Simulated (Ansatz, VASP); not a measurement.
# TiB2: VASP beside Ansatz

```
Ti B
1.0
     3.02920    0.00000    0.00000
    -1.51460    2.62336    0.00000
     0.00000    0.00000    3.22840
Ti B
1 2
Cartesian
  -0.0200 0.0000 0.0000
  0.0000 1.7489 1.6142
  1.5146 0.8745 1.6142
```

Alike in both runs: task single point; functional PBE; k mesh 10 × 10 × 9; occupations gaussian, width 0.1 eV; no spin polarisation.

```csv
,VASP,Ansatz
version,VASP 6.6.1,Ansatz 0.2.0
potentials or method,"VASP PAW PBE potentials, release 64 (Ti_sv, B)","plane waves, PAW"
plane-wave cutoff (eV),500,420
valence electrons in the cell,18,18
```

```csv
,VASP,Ansatz,Ansatz less VASP
rms of the force components (eV/Å),0.116,0.116,-0.0003
```

Atom by atom the forces differ by 0.000 eV/Å (rms over components). The functional is the same, so the differences come from potentials, cutoffs and numerics.
